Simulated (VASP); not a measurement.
TaGa2:

```
CELL_PARAMETERS angstrom
0.00000 2.92092 2.92092
2.92092 0.00000 2.92092
2.92092 2.92092 0.00000
ATOMIC_POSITIONS crystal
Ta 0.00000 0.00000 0.00000
Ga 0.25000 0.25000 0.25000
Ga 0.50000 0.50000 0.50000
```

| Property | Result |
| --- | --- |
| Program | VASP 6.6.1 |
| Task | relaxation of cell and atoms |
| Functional | PBE |
| Potentials or basis | VASP PAW PBE potentials, release 64 (Ta_pv, Ga_d) |
| Cutoff | 600 eV |
| k mesh | 6 × 6 × 6 |
| Occupations | gaussian, width 0.1 eV |
| Spin | no spin polarisation |

At the start: pressure 16.2 GPa; volume 16.61 Å³/atom.

Question: How do energy, volume and symmetry change on relaxing?

Answer: Over 3 steps the energy falls by 98.9 meV/atom and the volume is 18.85 Å³/atom (+13.4 %); space group F-43m (No. 216, to 0.05 Å).

Step by step:
```tsv
step	energy change (eV)	largest force (eV/Å)	pressure (GPa)	volume (Å³)
1	0.0000	0.0000	16.23	49.84
2	-0.1129	0.0000	-8.14	63.00
3	-0.2967	0.0000	-0.16	56.54
```

Final structure:
```
Ta Ga
1.0
     0.00000    3.04626    3.04626
     3.04626    0.00000    3.04626
     3.04626    3.04626    0.00000
Ta Ga
1 2
Direct
  0.00000 0.00000 0.00000
  0.25000 0.25000 0.25000
  0.50000 0.50000 0.50000
```
